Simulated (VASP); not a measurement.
# BaTiO3 (P1) in VASP: further runs

BaTiO3 is run at these levels: PBE; tasks: single point.

Program: VASP 6.6.1. These are calculated values, not measurements. Logs are shortened: lines on timing, memory, paths and dates and some standing lists are left out, and cuts for length are marked.

## Step 1: The cell of the first run

The typed cell holds 5 atoms: a = 4.000 Å, b = 4.000 Å, c = 4.018 Å, α = 90.00°, β = 90.00°, γ = 90.00°.

## Step 2: Single point, PBE

The input, INCAR:

```
SYSTEM = BaTiO3
PREC     = Accurate       ! precision mode
ENCUT    = 520            ! plane-wave cutoff, eV
EDIFF    = 1E-7           ! SCF threshold, eV
ISMEAR   = -1             ! smearing method
SIGMA    = 0.05           ! smearing width, eV
LREAL    = .FALSE.        ! projectors in reciprocal space
LASPH    = .TRUE.         ! aspherical terms in the spheres
NELM     = 100            ! most SCF steps
ALGO     = Normal         ! electronic algorithm
ISIF     = 2              ! what is computed and relaxed
LWAVE    = .FALSE.        ! write WAVECAR
LCHARG   = .FALSE.        ! write CHGCAR
GGA      = PE             ! functional
NBANDS   = 28             ! bands
```

The input, KPOINTS:

```
regular mesh
0
G
  5 5 5
  0 0 0
```

The input, POSCAR:

```
BaTiO3
1.0
    3.9998000000      0.0000000000      0.0000000000
    0.0000000000      3.9998000000      0.0000000000
    0.0000000000      0.0000000000      4.0180000000
Ba Ti O
1 1 3
Direct
   -0.0099110000      0.0153840000     -0.0038750000
    0.4968850000      0.5003450000      0.4933810000
   -0.0036910000      0.5004510000      0.5125520000
    0.5134300000      0.0004610000      0.5216300000
    0.5064820000      0.4930380000      0.0246330000
```

Potentials or basis: VASP PAW PBE potentials, release 64 (Ba_sv, Ti_sv, O).

The run is started by

```
$ cat potpaw_PBE.64/Ba_sv/POTCAR potpaw_PBE.64/Ti_sv/POTCAR potpaw_PBE.64/O/POTCAR > POTCAR
$ mpirun -np 1 vasp_std > vasp.out
```

OUTCAR:

```text
SYSTEM = BaTiO3
   PREC = Accurate
   ENCUT = 520
   EDIFF = 1E-7
   ISMEAR = -1
   LREAL = .FALSE.
   LASPH = .TRUE.
   NELM = 100
   ISIF = 2
   GGA = PE

 ion  position               nearest neighbor table
   1  0.990  0.015  0.996-   4 2.70   5 2.72   3 2.75   5 2.82   3 2.83   4 2.83   3 2.84   4 2.85
                             5 2.85   3 2.92   5 2.94   4 2.97   2 3.41   2 3.43   2 3.44   2 3.46
   2  0.497  0.500  0.493-   5 1.88   3 2.00   3 2.00   4 2.00   4 2.00   5 2.14   1 3.41   1 3.43
                             1 3.44   1 3.46   1 3.48   1 3.50   1 3.51   1 3.53
   3  0.996  0.500  0.513-   2 2.00   2 2.00   1 2.75   1 2.83   1 2.84   1 2.92
   4  0.513  0.000  0.522-   2 2.00   2 2.00   1 2.70   1 2.83   1 2.85   1 2.97
   5  0.506  0.493  0.025-   2 1.88   2 2.14   1 2.72   1 2.82   1 2.85   1 2.94

  LATTYP: Found a simple tetragonal cell.
 ALAT       =     3.9998000000
 C/A-ratio  =     1.0045502275

  Lattice vectors:

 A1 = (   3.9998000000,   0.0000000000,   0.0000000000)
 A2 = (   0.0000000000,   3.9998000000,   0.0000000000)
 A3 = (   0.0000000000,   0.0000000000,   4.0180000000)

Analysis of symmetry for initial positions (statically):
=====================================================================
 Subroutine PRICEL returns:
 Original cell was already a primitive cell.

 Routine SETGRP: Setting up the symmetry group for a
 simple tetragonal supercell.

 Subroutine GETGRP returns: Found  1 space group operations
 (whereof  1 operations were pure point group operations)
 out of a pool of 16 trial point group operations.

The static configuration has the point symmetry C_1 .

Analysis of symmetry for dynamics (positions and initial velocities):
=====================================================================
 Subroutine PRICEL returns:
 Original cell was already a primitive cell.

 Routine SETGRP: Setting up the symmetry group for a
 simple tetragonal supercell.

 Subroutine GETGRP returns: Found  1 space group operations
 (whereof  1 operations were pure point group operations)
 out of a pool of 16 trial point group operations.

The dynamic configuration has the point symmetry C_1 .

 Subroutine INISYM returns: Found  1 space group operations
 (whereof  1 operations are pure point group operations),
 and found     1 'primitive' translations

----------------------------------------------------------------------------------------

                                     Primitive cell

  volume of cell :      64.2816

[... 92 lines left out ...]
   ENCUT  =  520.0 eV  38.22 Ry    6.18 a.u.   7.44  7.44  7.47*2*pi/ulx,y,z
   NELM   =    100;   NELMIN=  2; NELMDL= -5     # of ELM steps
   EDIFF  = 0.1E-06   stopping-criterion for ELM
   LREAL  =      F    real-space projection
   EDIFFG = 0.1E-05   stopping-criterion for IOM
   NSW    =      0    number of steps for IOM
   IBRION =     -1    ionic relax: 0-MD 1-quasi-New 2-CG
   NFREE  =      0    steps in history (QN), initial steepest desc. (CG)
   ISIF   =      2    stress and relaxation
   ISYM   =      2    0-nonsym 1-usesym 2-fastsym
   POTIM  = 0.5000    time-step for ionic-motion
   TEBEG  =    0.0;   TEEND  =   0.0 temperature during run
   PSTRESS=    0.0 pullay stress
   NELECT =      40.0000    total number of electrons
   NUPDOWN=      -1.0000    fix difference up-down
   EMIN   =  10.00;   EMAX   =-10.00  energy-range for DOS
   EFERMI =   0.00;   METHOD = LEGACY
   ISMEAR =    -1;   SIGMA  =   0.05  broadening in eV -4-tet -1-fermi 0-gaus
   EFERMI_NEDOS =   21; number of points for ismear=-14 and -15
   IALGO  =     38    algorithm
   IMIX   =      4    mixing-type and parameters
     AMIX     =   0.40;   BMIX     =  1.00
     AMIX_MAG =   1.60;   BMIX_MAG =  1.00
  volume/ion in A,a.u.               =      12.86        86.76
  Fermi-wavevector in a.u.,A,eV,Ry     =   1.397653  2.641181 26.578078  1.953434
  Thomas-Fermi vector in A             =   2.520888
   LORBIT       =      0    0 simple, 1 ext, 2 COOP (PROOUT), +10 PAW based schemes
   GGA     = PE    functional components
   LHFCALC =     F    Hartree Fock is set to
   AEXX    =    0.0000 exact exchange contribution
   IVDW    =     0    specifies the selected vdW correction
   LEPSILON=     F    determine dielectric tensor
   LRPA    =     F    only Hartree local field effects (RPA)
 non-spin polarized calculation
  energy-cutoff  :      520.00
  volume of cell :       64.28
 maximum number of plane-waves:      1759
 NGX is ok and might be reduce to    30
   NGX = 15   NGY = 15   NGZ = 15

 number of electron      40.0000003 magnetization

 Free energy of the ion-electron system (eV)
  ---------------------------------------------------
  ext. energy  EPLUGINS =         0.00000000
  ---------------------------------------------------
  free energy    TOTEN  =       -39.93661867 eV

  energy without entropy =      -39.93661867  energy(sigma->0) =      -39.93661867

 E-fermi :   4.7227     XC(G=0): -11.2379

 val. band max:        3.6921123584   @ k =   0.4000  -0.4000   0.4000
 cond. band min:       5.6386651350   @ k =   0.0000   0.0000   0.0000
 fundamental gap:      1.9465527766
 Fermi energy:         4.7226783619

 k-point     1 :       0.0000    0.0000    0.0000
  band No.  band energies     occupation
      1     -52.7548      2.00000
      2     -29.0020      2.00000
      3     -28.9660      2.00000
      4     -28.9644      2.00000
      5     -21.0012      2.00000
      6     -13.0827      2.00000
[... 733 lines left out ...]
     27      10.6619      0.00000
     28      11.9680      0.00000

 [... further k-points ...]
[... 5 lines left out ...]
  --------------------------------------------------------------------------------------
  -------------------------------------------------------------------------------------
  Total        1.8197238      1.6437640      2.2438115     -0.0895792     -0.0761805      0.1906620
  in kB       45.3554590     40.9697744     55.9255762     -2.2327037     -1.8987503      4.7521294
  external PRESSURE =      47.4169365 kB  Pullay stress =       0.0000000 kB

 VOLUME and BASIS-vectors are now :
 -----------------------------------------------------------------------------
  energy-cutoff  :      520.00
  volume of cell :       64.28
      direct lattice vectors                 reciprocal lattice vectors
     3.999800000  0.000000000  0.000000000     0.250012501  0.000000000  0.000000000
     0.000000000  3.999800000  0.000000000     0.000000000  0.250012501  0.000000000
     0.000000000  0.000000000  4.018000000     0.000000000  0.000000000  0.248880040

 POSITION                                       TOTAL-FORCE (eV/Angst)
 -----------------------------------------------------------------------------------
      3.96016      0.06153      4.00243         0.302758     -0.437028      0.266286
      1.98744      2.00128      1.98240        -0.025164      0.183144     -0.266719
      3.98504      2.00170      2.05943         0.456760      0.077660      0.070678
      2.05362      0.00184      2.09591        -0.439538     -0.056813     -0.127527
      2.02583      1.97205      0.09898        -0.294815      0.233037      0.057282
 -----------------------------------------------------------------------------------
    total drift:                               -0.000258     -0.000204      0.000125

  FREE ENERGIE OF THE ION-ELECTRON SYSTEM (eV)
  ---------------------------------------------------
  free  energy   TOTEN  =       -39.9366186667 eV

  energy  without entropy=      -39.9366186661  energy(sigma->0) =      -39.93661867
```

Wall time 64 s (1 thread of Intel Xeon 6975P-C (Granite Rapids), shared host); peak memory 0.25 GiB.

What came out:

| Item | Value |
| --- | --- |
| Free energy | -39.9366 eV |
| Pressure | 4.7 GPa |
| Largest force | 0.595 eV/Å |
| Band gap on the k mesh | 1.95 eV, indirect (least direct gap 2.07 eV) |

Forces on the atoms (eV/Å):
```
Ba   0.303 -0.437  0.266
Ti  -0.025  0.183 -0.267
O    0.457  0.078  0.071
O   -0.440 -0.057 -0.128
O   -0.295  0.233  0.057
```

Stress tensor (GPa, compression positive):
```
 4.54 -0.22  0.48
-0.22  4.10 -0.19
 0.48 -0.19  5.59
```

Levels at points of the mesh, in eV from the valence-band top:
```csv
k point,band 17,band 18,band 19,band 20,band 21,band 22,band 23,band 24
"(0.00, 0.00, 0.00)",-0.99,-0.19,-0.16,-0.12,1.95,2.12,2.20,4.12
```

Caveat: spin-orbit coupling is left out, which moves the levels of the heavy elements.

(Part 1 of 2 ends here.)
